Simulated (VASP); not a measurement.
# ZrS (Fm-3m) in VASP: notebook, part 2 of 2

VASP 6.6.1.

### Step 3. Single point, LDA

This run uses another cell than the first one, of 16.91 Å³/atom, 0.935 times its volume.

Input file INCAR:

```
SYSTEM = ZrS
PREC     = Accurate       ! precision mode
ENCUT    = 520            ! plane-wave cutoff, eV
EDIFF    = 1E-6           ! SCF threshold, eV
ISMEAR   = 0              ! smearing method
SIGMA    = 0.1            ! smearing width, eV
LREAL    = .FALSE.        ! projectors in reciprocal space
LASPH    = .TRUE.         ! aspherical terms in the spheres
NELM     = 100            ! most SCF steps
ALGO     = Normal         ! electronic algorithm
ISIF     = 2              ! what is computed and relaxed
LWAVE    = .FALSE.        ! write WAVECAR
LCHARG   = .FALSE.        ! write CHGCAR
GGA      = CA             ! functional
NBANDS   = 16             ! bands
```

Input file KPOINTS:

```
regular mesh
0
G
  14 14 14
  0 0 0
```

Input file POSCAR:

```
ZrS
1.0
    0.0000000000      2.5667624755      2.5667624755
    2.5667624755      0.0000000000      2.5667624755
    2.5667624755      2.5667624755      0.0000000000
Zr S
1 1
Direct
    0.0000000000      0.0000000000      0.0000000000
    0.5000000000      0.5000000000      0.5000000000
```

Potentials or basis: VASP PAW LDA potentials, release 64 (Zr_sv, S).

Command:

```console
cat potpaw_LDA.64/Zr_sv/POTCAR potpaw_LDA.64/S/POTCAR > POTCAR
mpirun -np 1 vasp_std > vasp.out
```

OUTCAR:

```text
SYSTEM = ZrS
   PREC = Accurate
   ENCUT = 520
   EDIFF = 1E-6
   ISMEAR = 0
   LREAL = .FALSE.
   LASPH = .TRUE.
   NELM = 100
   ISIF = 2
   GGA = CA

 ion  position               nearest neighbor table
   1  0.000  0.000  0.000-   2 2.57   2 2.57   2 2.57   2 2.57   2 2.57   2 2.57
   2  0.500  0.500  0.500-   1 2.57   1 2.57   1 2.57   1 2.57   1 2.57   1 2.57

  LATTYP: Found a face centered cubic cell.
 ALAT       =     5.1335249510

  Lattice vectors:

 A1 = (   0.0000000000,   2.5667624755,   2.5667624755)
 A2 = (   2.5667624755,   0.0000000000,   2.5667624755)
 A3 = (   2.5667624755,   2.5667624755,   0.0000000000)

Analysis of symmetry for initial positions (statically):
=====================================================================
 Subroutine PRICEL returns:
 Original cell was already a primitive cell.

 Routine SETGRP: Setting up the symmetry group for a
 face centered cubic supercell.

 Subroutine GETGRP returns: Found 48 space group operations
 (whereof 48 operations were pure point group operations)
 out of a pool of 48 trial point group operations.

The static configuration has the point symmetry O_h .

Analysis of symmetry for dynamics (positions and initial velocities):
=====================================================================
 Subroutine PRICEL returns:
 Original cell was already a primitive cell.

 Routine SETGRP: Setting up the symmetry group for a
 face centered cubic supercell.

 Subroutine GETGRP returns: Found 48 space group operations
 (whereof 48 operations were pure point group operations)
 out of a pool of 48 trial point group operations.

The dynamic configuration has the point symmetry O_h .

 Subroutine INISYM returns: Found 48 space group operations
 (whereof 48 operations are pure point group operations),
 and found     1 'primitive' translations

----------------------------------------------------------------------------------------

                                     Primitive cell

  volume of cell :      33.8210

  direct lattice vectors                    reciprocal lattice vectors
     0.000000000  2.566762476  2.566762476    -0.194797923  0.194797923  0.194797923
     2.566762476  0.000000000  2.566762476     0.194797923 -0.194797923  0.194797923
     2.566762476  2.566762476  0.000000000     0.194797923  0.194797923 -0.194797923

  length of vectors
     3.629950304  3.629950304  3.629950304     0.337399900  0.337399900  0.337399900

  position of ions in fractional coordinates (direct lattice)
     0.000000000  0.000000000  0.000000000
     0.500000000  0.500000000  0.500000000

  ion indices of the primitive-cell ions
   primitive index   ion index
                 1           1
                 2           2

----------------------------------------------------------------------------------------

 KPOINTS: regular mesh

Automatic generation of k-mesh.
 Grid dimensions read from file:
 generate k-points for:   14   14   14

 Generating k-lattice:

  Cartesian coordinates                     Fractional coordinates (reciprocal lattice)
    -0.013914137  0.013914137  0.013914137     0.071428571  0.000000000  0.000000000
     0.013914137 -0.013914137  0.013914137     0.000000000  0.071428571  0.000000000
     0.013914137  0.013914137 -0.013914137     0.000000000  0.000000000  0.071428571

  Length of vectors
     0.024099993  0.024099993  0.024099993

  Shift w.r.t. Gamma in fractional coordinates (k-lattice)
     0.000000000  0.000000000  0.000000000

 Subroutine IBZKPT returns following result:
 ===========================================

 Found    104 irreducible k-points:

 Following reciprocal coordinates:
            Coordinates               Weight
  0.000000  0.000000  0.000000      1.000000
  0.071429  0.000000  0.000000      8.000000
  0.142857  0.000000  0.000000      8.000000
  0.214286  0.000000  0.000000      8.000000
  0.285714  0.000000  0.000000      8.000000
  0.357143  0.000000  0.000000      8.000000
[... 16 lines left out ...]
  0.214286  0.142857  0.000000     24.000000
  0.285714  0.142857  0.000000     24.000000
 [... further k-points ...]
   k-points           NKPTS =    104   k-points in BZ     NKDIM =    104   number of bands    NBANDS=     16
   number of dos      NEDOS =    301   number of ions     NIONS =      2
   total plane-waves  NPLWV =  21952
   dimension x,y,z NGX =    28 NGY =   28 NGZ =   28
   dimension x,y,z NGXF=    56 NGYF=   56 NGZF=   56
   ions per type =               1   1
   NGX,Y,Z   is equivalent  to a cutoff of  12.82, 12.82, 12.82 a.u.
   NGXF,Y,Z  is equivalent  to a cutoff of  25.65, 25.65, 25.65 a.u.
 SYSTEM =  ZrS
   PREC   = accura    normal or accurate (medium, high low for compatibility)
   ISTART =      0    job   : 0-new  1-cont  2-samecut
   ICHARG =      2    charge: 1-file 2-atom 10-const
   ISPIN  =      1    spin polarized calculation?
   LNONCOLLINEAR =      F non collinear calculations
   LSORBIT =      F    spin-orbit coupling
   LASPH  =      T    aspherical Exc in radial PAW
   ENCUT  =  520.0 eV  38.22 Ry    6.18 a.u.   6.75  6.75  6.75*2*pi/ulx,y,z
   NELM   =    100;   NELMIN=  2; NELMDL= -5     # of ELM steps
   EDIFF  = 0.1E-05   stopping-criterion for ELM
   LREAL  =      F    real-space projection
   EDIFFG = 0.1E-04   stopping-criterion for IOM
   NSW    =      0    number of steps for IOM
   IBRION =     -1    ionic relax: 0-MD 1-quasi-New 2-CG
   NFREE  =      0    steps in history (QN), initial steepest desc. (CG)
   ISIF   =      2    stress and relaxation
   ISYM   =      2    0-nonsym 1-usesym 2-fastsym
   POTIM  = 0.5000    time-step for ionic-motion
   TEBEG  =    0.0;   TEEND  =   0.0 temperature during run
   PSTRESS=    0.0 pullay stress
   NELECT =      18.0000    total number of electrons
   NUPDOWN=      -1.0000    fix difference up-down
   EMIN   =  10.00;   EMAX   =-10.00  energy-range for DOS
   EFERMI =   0.00;   METHOD = LEGACY
   ISMEAR =     0;   SIGMA  =   0.10  broadening in eV -4-tet -1-fermi 0-gaus
   EFERMI_NEDOS =   21; number of points for ismear=-14 and -15
   IALGO  =     38    algorithm
   IMIX   =      4    mixing-type and parameters
     AMIX     =   0.40;   BMIX     =  1.00
     AMIX_MAG =   1.60;   BMIX_MAG =  1.00
  volume/ion in A,a.u.               =      16.91       114.12
  Fermi-wavevector in a.u.,A,eV,Ry     =   1.326692  2.507084 23.947759  1.760111
  Thomas-Fermi vector in A             =   2.456060
   LORBIT       =      0    0 simple, 1 ext, 2 COOP (PROOUT), +10 PAW based schemes
   GGA     = CA    functional components
   LHFCALC =     F    Hartree Fock is set to
   AEXX    =    0.0000 exact exchange contribution
   IVDW    =     0    specifies the selected vdW correction
   LEPSILON=     F    determine dielectric tensor
   LRPA    =     F    only Hartree local field effects (RPA)
 non-spin polarized calculation
 Gauss-broadening in eV      SIGMA  =   0.10
  energy-cutoff  :      520.00
  volume of cell :       33.82
 maximum number of plane-waves:       941
   NGX = 13   NGY = 13   NGZ = 13

 number of electron      17.9999999 magnetization

 Free energy of the ion-electron system (eV)
  ---------------------------------------------------
  ext. energy  EPLUGINS =         0.00000000
  ---------------------------------------------------
  free energy    TOTEN  =       -17.16179839 eV

  energy without entropy =      -17.15473407  energy(sigma->0) =      -17.15826623

 E-fermi :  11.3884     XC(G=0): -11.8572

 val. band max:       11.3824442641   @ k =   0.5000   0.1429   0.0000
 cond. band min:      11.3938236640   @ k =   0.2857   0.0000   0.0000
 fundamental gap:      0.0113793999
 Fermi energy:        11.3883845871

 k-point     1 :       0.0000    0.0000    0.0000
  band No.  band energies     occupation
      1     -38.1658      2.00000
      2     -16.2847      2.00000
      3     -16.2847      2.00000
      4     -16.2847      2.00000
      5      -4.6612      2.00000
      6       7.8903      2.00000
[... 8 lines left out ...]
     15      18.6091      0.00000
     16      24.4196      0.00000

 k-point     2 :       0.0714    0.0000    0.0000
  band No.  band energies     occupation
      1     -38.1639      2.00000
      2     -16.3091      2.00000
      3     -16.2866      2.00000
      4     -16.2866      2.00000
      5      -4.5855      2.00000
      6       7.4513      2.00000
[... 8 lines left out ...]
     15      18.8525      0.00000
     16      23.9093      0.00000
[... 387 lines left out ...]
      5      -4.1019      2.00000
      6       5.2375      2.00000
[... 8 lines left out ...]
     15      20.3155      0.00000
     16      21.6153      0.00000

 k-point    24 :       0.2857    0.1429    0.0000
  band No.  band energies     occupation
      1     -38.1434      2.00000
      2     -16.5132      2.00000
      3     -16.3359      2.00000
      4     -16.3283      2.00000
      5      -3.8210      2.00000
      6       4.7068      2.00000
[... 8 lines left out ...]
     15      20.0342      0.00000
     16      20.7270      0.00000

 [... further k-points ...]
[... 5 lines left out ...]
  --------------------------------------------------------------------------------------
  -------------------------------------------------------------------------------------
  Total        0.0595525      0.0595525      0.0595525      0.0000000     -0.0000000      0.0000000
  in kB        2.8211330      2.8211330      2.8211330      0.0000000     -0.0000000      0.0000000
  external PRESSURE =       2.8211330 kB  Pullay stress =       0.0000000 kB

 VOLUME and BASIS-vectors are now :
 -----------------------------------------------------------------------------
  energy-cutoff  :      520.00
  volume of cell :       33.82
      direct lattice vectors                 reciprocal lattice vectors
     0.000000000  2.566762476  2.566762476    -0.194797923  0.194797923  0.194797923
     2.566762476  0.000000000  2.566762476     0.194797923 -0.194797923  0.194797923
     2.566762476  2.566762476  0.000000000     0.194797923  0.194797923 -0.194797923

 POSITION                                       TOTAL-FORCE (eV/Angst)
 -----------------------------------------------------------------------------------
      0.00000      0.00000      0.00000         0.000000      0.000000     -0.000000
      2.56676      2.56676      2.56676        -0.000000     -0.000000      0.000000
 -----------------------------------------------------------------------------------
    total drift:                                0.000000      0.000000      0.000000

  FREE ENERGIE OF THE ION-ELECTRON SYSTEM (eV)
  ---------------------------------------------------
  free  energy   TOTEN  =       -17.1617983949 eV

  energy  without entropy=      -17.1547340745  energy(sigma->0) =      -17.15826623
```

Wall time 40 s (1 thread of Intel Xeon Platinum 8259CL at 2.50GHz (Skylake/Cascade Lake), shared host); peak memory 0.18 GiB.

Results:

| Item | Value |
| --- | --- |
| Free energy | -17.1618 eV |
| Pressure | 0.3 GPa |
| Band gap on the k mesh | zero (band 9 reaches 12.99 eV, above the bottom of band 10 at 9.87 eV) |
